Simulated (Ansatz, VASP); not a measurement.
**SrO: VASP beside Ansatz**

```
Sr O
1.0
     3.10287    0.00000    0.00000
     0.00000    3.10287    0.00000
     0.00000    0.00000    3.10287
Sr O
1 1
Direct
  0.00000 0.00000 0.00000
  0.50000 0.50000 0.50000
```

Alike in both runs: task single point; functional HSE06; k mesh 6 × 6 × 6; no spin polarisation.

|  | VASP | Ansatz |
| --- | --- | --- |
| version | VASP 6.6.1 | Ansatz 0.2.0 |
| potentials or method | VASP PAW PBE potentials, release 64 (Sr_sv, O) | plane waves, PAW |
| plane-wave cutoff (eV) | 520 | 420 |
| occupations | gaussian, width 0.01 eV | fixed |
| valence electrons in the cell | 16 | 16 |

Ansatz gave:

```
gap on the k mesh at the Fermi level (eV) : 4.33
pressure (GPa)                            : -0.3
```

Q: Estimate VASP's values.

A: gap on the k mesh at the Fermi level (eV): 4.27; pressure (GPa): 0.5.

Ansatz's warnings: stress exchange threshold loose, stress scf threshold loose.
